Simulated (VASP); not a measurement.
# Bi2Te2O3 (P4/mmm) in VASP: single point with PBE

Aim: the single point of Bi2Te2O3 with PBE.

Everything below comes from runs of VASP 6.6.1. Logs are shortened: lines on timing, memory, paths and dates and some standing lists are left out, and cuts for length are marked.

### 1 The cell of the first run

It takes space group P4/mmm (No. 123, tetragonal). Conventional cell: a = 4.446 Å, b = 4.446 Å, c = 10.149 Å, α = 90.00°, β = 90.00°, γ = 90.00°. Bi (site symmetry 4/mmm) has 4 Bi at 3.14 Å within 4.1 Å. Within 4.1 Å of Bi (site symmetry 4/mmm) lie 4 Bi at 3.14 Å and 2 Te at 3.18 Å. Te (site symmetry 4mm) has 1 O at 1.89 Å within 2.5 Å. O (site symmetry 4/mmm) has 2 Te at 1.89 Å and 4 O at 2.22 Å within 2.5 Å. O (site symmetry mmm) has 2 O at 2.22 Å within 2.9 Å.

### 2 Single point, PBE

Input file INCAR:

```
SYSTEM = Bi2Te2O3
ALGO = Normal ; EDIFF = 1E-7
ENCUT = 520 ; GGA = PE
ISIF = 2 ; ISMEAR = 0
LASPH = .True. ; LCHARG = .False.
LREAL = .False. ; LWAVE = .False.
NBANDS = 39 ; NELM = 100
PREC = Accurate ; SIGMA = 0.15
```

Input file KPOINTS:

```
k-points
0
Gamma
  3 3 2
  0 0 0
```

Input file POSCAR:

```
Bi2Te2O3
1.0
    4.4455744350      0.0000000000      0.0000000000
    0.0000000000      4.4455744350      0.0000000000
    0.0000000000      0.0000000000     10.1488631353
Bi Te O
2 2 3
Direct
    0.5000000000      0.5000000000      0.5000000000
    0.0000000000      0.0000000000      0.5000000000
    0.0000000000      0.0000000000      0.8136533686
    0.0000000000      0.0000000000      0.1863466314
    0.0000000000      0.0000000000      0.0000000000
    0.0000000000      0.5000000000      0.0000000000
    0.5000000000      0.0000000000      0.0000000000
```

Potentials or basis: VASP PAW PBE potentials, release 64 (Bi_d, Te, O).

Launch:

```console
$ cat potpaw_PBE.64/Bi_d/POTCAR potpaw_PBE.64/Te/POTCAR potpaw_PBE.64/O/POTCAR > POTCAR
$ mpirun -np 1 vasp_std > vasp.out
```

OUTCAR:

```text
SYSTEM = Bi2Te2O3
   EDIFF = 1E-7
   ENCUT = 520
   GGA = PE
   ISIF = 2
   ISMEAR = 0
   LASPH = .True.
   LREAL = .False.
   NELM = 100
   PREC = Accurate

 ion  position               nearest neighbor table
   1  0.500  0.500  0.500-   2 3.14   2 3.14   2 3.14   2 3.14
   2  0.000  0.000  0.500-   1 3.14   1 3.14   1 3.14   1 3.14   4 3.18   3 3.18
   3  0.000  0.000  0.814-   5 1.89   2 3.18
   4  0.000  0.000  0.186-   5 1.89   2 3.18
   5  0.000  0.000  0.000-   3 1.89   4 1.89
   6  0.000  0.500  0.000-
   7  0.500  0.000  0.000-

  LATTYP: Found a simple tetragonal cell.
 ALAT       =     4.4455744350
 C/A-ratio  =     2.2829137795

  Lattice vectors:

 A1 = (   4.4455744350,   0.0000000000,   0.0000000000)
 A2 = (   0.0000000000,   4.4455744350,   0.0000000000)
 A3 = (   0.0000000000,   0.0000000000,  10.1488631353)

Analysis of symmetry for initial positions (statically):
=====================================================================
 Subroutine PRICEL returns:
 Original cell was already a primitive cell.

 Routine SETGRP: Setting up the symmetry group for a
 simple tetragonal supercell.

 Subroutine GETGRP returns: Found 16 space group operations
 (whereof 16 operations were pure point group operations)
 out of a pool of 16 trial point group operations.

The static configuration has the point symmetry D_4h.

Analysis of symmetry for dynamics (positions and initial velocities):
=====================================================================
 Subroutine PRICEL returns:
 Original cell was already a primitive cell.

 Routine SETGRP: Setting up the symmetry group for a
 simple tetragonal supercell.

 Subroutine GETGRP returns: Found 16 space group operations
 (whereof 16 operations were pure point group operations)
 out of a pool of 16 trial point group operations.

The dynamic configuration has the point symmetry D_4h.

 Subroutine INISYM returns: Found 16 space group operations
 (whereof 16 operations are pure point group operations),
 and found     1 'primitive' translations

----------------------------------------------------------------------------------------

                                     Primitive cell

  volume of cell :     200.5733

  direct lattice vectors                    reciprocal lattice vectors
     4.445574435  0.000000000  0.000000000     0.224942809  0.000000000  0.000000000
     0.000000000  4.445574435  0.000000000     0.000000000  0.224942809  0.000000000
     0.000000000  0.000000000 10.148863135     0.000000000  0.000000000  0.098533204

  length of vectors
     4.445574435  4.445574435 10.148863135     0.224942809  0.224942809  0.098533204

  position of ions in fractional coordinates (direct lattice)
     0.500000000  0.500000000  0.500000000
     0.000000000  0.000000000  0.500000000
     0.000000000  0.000000000  0.813653369
     0.000000000  0.000000000  0.186346631
     0.000000000  0.000000000  0.000000000
     0.000000000  0.500000000  0.000000000
     0.500000000  0.000000000  0.000000000

  ion indices of the primitive-cell ions
   primitive index   ion index
                 1           1
                 2           2
                 3           3
                 4           4
                 5           5
                 6           6
                 7           7

----------------------------------------------------------------------------------------

 KPOINTS: k-points

Automatic generation of k-mesh.
 Grid dimensions read from file:
 generate k-points for:    3    3    2

 Generating k-lattice:

  Cartesian coordinates                     Fractional coordinates (reciprocal lattice)
     0.074980936  0.000000000  0.000000000     0.333333333  0.000000000  0.000000000
     0.000000000  0.074980936  0.000000000     0.000000000  0.333333333  0.000000000
     0.000000000  0.000000000  0.049266602     0.000000000  0.000000000  0.500000000

  Length of vectors
     0.074980936  0.074980936  0.049266602

  Shift w.r.t. Gamma in fractional coordinates (k-lattice)
     0.000000000  0.000000000  0.000000000

 Subroutine IBZKPT returns following result:
 ===========================================

 Found      6 irreducible k-points:

 Following reciprocal coordinates:
            Coordinates               Weight
  0.000000  0.000000  0.000000      1.000000
  0.333333  0.000000  0.000000      4.000000
  0.333333  0.333333  0.000000      4.000000
  0.000000  0.000000  0.500000      1.000000
  0.333333  0.000000  0.500000      4.000000
  0.333333  0.333333  0.500000      4.000000
   k-points           NKPTS =      6   k-points in BZ     NKDIM =      6   number of bands    NBANDS=     39
   number of dos      NEDOS =    301   number of ions     NIONS =      7
   total plane-waves  NPLWV = 103680
   dimension x,y,z NGX =    36 NGY =   36 NGZ =   80
   dimension x,y,z NGXF=    72 NGYF=   72 NGZF=  160
   ions per type =               2   2   3
   NGX,Y,Z   is equivalent  to a cutoff of  13.46, 13.46, 13.10 a.u.
   NGXF,Y,Z  is equivalent  to a cutoff of  26.92, 26.92, 26.21 a.u.
 SYSTEM =  Bi2Te2O3
   PREC   = accura    normal or accurate (medium, high low for compatibility)
   ISTART =      0    job   : 0-new  1-cont  2-samecut
   ICHARG =      2    charge: 1-file 2-atom 10-const
   ISPIN  =      1    spin polarized calculation?
   LNONCOLLINEAR =      F non collinear calculations
   LSORBIT =      F    spin-orbit coupling
   LASPH  =      T    aspherical Exc in radial PAW
   ENCUT  =  520.0 eV  38.22 Ry    6.18 a.u.   8.27  8.27 18.87*2*pi/ulx,y,z
   NELM   =    100;   NELMIN=  2; NELMDL= -5     # of ELM steps
   EDIFF  = 0.1E-06   stopping-criterion for ELM
   LREAL  =      F    real-space projection
   EDIFFG = 0.1E-05   stopping-criterion for IOM
   NSW    =      0    number of steps for IOM
   IBRION =     -1    ionic relax: 0-MD 1-quasi-New 2-CG
   NFREE  =      0    steps in history (QN), initial steepest desc. (CG)
   ISIF   =      2    stress and relaxation
   ISYM   =      2    0-nonsym 1-usesym 2-fastsym
   POTIM  = 0.5000    time-step for ionic-motion
   TEBEG  =    0.0;   TEEND  =   0.0 temperature during run
   PSTRESS=    0.0 pullay stress
   NELECT =      60.0000    total number of electrons
   NUPDOWN=      -1.0000    fix difference up-down
   EMIN   =  10.00;   EMAX   =-10.00  energy-range for DOS
   EFERMI =   0.00;   METHOD = LEGACY
   ISMEAR =     0;   SIGMA  =   0.15  broadening in eV -4-tet -1-fermi 0-gaus
   EFERMI_NEDOS =   21; number of points for ismear=-14 and -15
   IALGO  =     38    algorithm
   IMIX   =      4    mixing-type and parameters
     AMIX     =   0.40;   BMIX     =  1.00
     AMIX_MAG =   1.60;   BMIX_MAG =  1.00
  volume/ion in A,a.u.               =      28.65       193.36
  Fermi-wavevector in a.u.,A,eV,Ry     =   1.094883  2.069028 16.310225  1.198768
  Thomas-Fermi vector in A             =   2.231196
   LORBIT       =      0    0 simple, 1 ext, 2 COOP (PROOUT), +10 PAW based schemes
   GGA     = PE    functional components
   LHFCALC =     F    Hartree Fock is set to
   AEXX    =    0.0000 exact exchange contribution
   IVDW    =     0    specifies the selected vdW correction
   LEPSILON=     F    determine dielectric tensor
   LRPA    =     F    only Hartree local field effects (RPA)
 non-spin polarized calculation
 Gauss-broadening in eV      SIGMA  =   0.15
  energy-cutoff  :      520.00
  volume of cell :      200.57
 maximum number of plane-waves:      5433
 NGX is ok and might be reduce to    36
   NGX = 17   NGY = 17   NGZ = 37

 number of electron      59.9999993 magnetization

 Free energy of the ion-electron system (eV)
  ---------------------------------------------------
  ext. energy  EPLUGINS =         0.00000000
  ---------------------------------------------------
  free energy    TOTEN  =       -21.65445285 eV

  energy without entropy =      -21.53519473  energy(sigma->0) =      -21.59482379

 E-fermi :   3.0313     XC(G=0):  -8.5171

 val. band max:        3.0063524094   @ k =   0.3333   0.3333   0.0000
 cond. band min:       3.0417580012   @ k =   0.3333   0.3333   0.5000
 fundamental gap:      0.0354055918
 Fermi energy:         3.0313273496

 k-point     1 :       0.0000    0.0000    0.0000
  band No.  band energies     occupation
      1     -19.9692      2.00000
      2     -19.8599      2.00000
      3     -19.7976      2.00000
      4     -19.7724      2.00000
      5     -19.7724      2.00000
      6     -19.6241      2.00000
[... 31 lines left out ...]
     38       7.7488      0.00000
     39       7.9849      0.00000

 k-point     2 :       0.3333    0.0000    0.0000
  band No.  band energies     occupation
      1     -19.8326      2.00000
      2     -19.8095      2.00000
      3     -19.7573      2.00000
      4     -19.7548      2.00000
      5     -19.7313      2.00000
      6     -19.6662      2.00000
[... 31 lines left out ...]
     38       8.8493      0.00000
     39       9.3106      0.00000

 k-point     3 :       0.3333    0.3333    0.0000
  band No.  band energies     occupation
      1     -19.8890      2.00000
      2     -19.7996      2.00000
      3     -19.7818      2.00000
      4     -19.7623      2.00000
      5     -19.6983      2.00000
      6     -19.6295      2.00000
[... 31 lines left out ...]
     38       8.7365      0.00000
     39       9.1053      0.00000

 k-point     4 :       0.0000    0.0000    0.5000
  band No.  band energies     occupation
      1     -19.9692      2.00000
      2     -19.8599      2.00000
      3     -19.7976      2.00000
      4     -19.7724      2.00000
      5     -19.7724      2.00000
      6     -19.6241      2.00000
[... 31 lines left out ...]
     38       7.7310      0.00000
     39       7.7310      0.00000

 k-point     5 :       0.3333    0.0000    0.5000
  band No.  band energies     occupation
      1     -19.8327      2.00000
      2     -19.8095      2.00000
      3     -19.7573      2.00000
      4     -19.7548      2.00000
      5     -19.7313      2.00000
      6     -19.6662      2.00000
[... 31 lines left out ...]
     38       7.4373      0.00000
     39       8.9105      0.00000

 k-point     6 :       0.3333    0.3333    0.5000
  band No.  band energies     occupation
      1     -19.8890      2.00000
      2     -19.7996      2.00000
      3     -19.7819      2.00000
      4     -19.7622      2.00000
      5     -19.6983      2.00000
      6     -19.6295      2.00000
[... 31 lines left out ...]
     38       8.4258      0.00000
     39       8.9007      0.00000

------------------------ aborting loop because EDIFF is reached ----------------------------------------

  FORCE on cell =-STRESS in cart. coord.  units (eV):
  Direction    XX          YY          ZZ          XY          YZ          ZX
  --------------------------------------------------------------------------------------
  -------------------------------------------------------------------------------------
  Total       -0.1560479     -0.1560479      0.2300412      0.0000000      0.0000000      0.0000000
  in kB       -1.2465085     -1.2465085      1.8375664      0.0000000      0.0000000      0.0000000
  external PRESSURE =      -0.2184835 kB  Pullay stress =       0.0000000 kB

 VOLUME and BASIS-vectors are now :
 -----------------------------------------------------------------------------
  energy-cutoff  :      520.00
  volume of cell :      200.57
      direct lattice vectors                 reciprocal lattice vectors
     4.445574435  0.000000000  0.000000000     0.224942809  0.000000000  0.000000000
     0.000000000  4.445574435  0.000000000     0.000000000  0.224942809  0.000000000
     0.000000000  0.000000000 10.148863135     0.000000000  0.000000000  0.098533204

 POSITION                                       TOTAL-FORCE (eV/Angst)
 -----------------------------------------------------------------------------------
      2.22279      2.22279      5.07443         0.000000     -0.000000      0.000000
      0.00000      0.00000      5.07443         0.000000     -0.000000      0.000000
      0.00000      0.00000      8.25766        -0.000000      0.000000     -0.020714
      0.00000      0.00000      1.89121         0.000000     -0.000000      0.020714
      0.00000      0.00000      0.00000         0.000000     -0.000000      0.000000
      0.00000      2.22279      0.00000         0.000000     -0.000000      0.000000
      2.22279      0.00000      0.00000         0.000000     -0.000000      0.000000
 -----------------------------------------------------------------------------------
    total drift:                                0.000000      0.000000      0.000000

  FREE ENERGIE OF THE ION-ELECTRON SYSTEM (eV)
  ---------------------------------------------------
  free  energy   TOTEN  =       -21.6544528534 eV

  energy  without entropy=      -21.5351947262  energy(sigma->0) =      -21.59482379
```

Wall time 2 min (1 thread of AMD EPYC 7R43 (Zen 3), shared host); peak memory 0.29 GiB.

Results:

```yaml
Free_energy: -21.6545 eV
Pressure: 0.0 GPa
Largest_force: 0.021 eV/Å
Band_gap_on_the_k_mesh: zero (band 30 reaches 3.65 eV, above the bottom of band 31 at 3.04 eV)
```

Forces in eV/Å, atoms in the order of the input:
```
Bi   0.000  0.000  0.000
Bi   0.000  0.000  0.000
Te   0.000  0.000 -0.021
Te   0.000  0.000  0.021
O    0.000  0.000  0.000
O    0.000  0.000  0.000
O    0.000  0.000  0.000
```

Caveat: the k points lie up to 0.47 Å⁻¹ apart; spin-orbit coupling is left out, which moves the levels of the heavy elements.
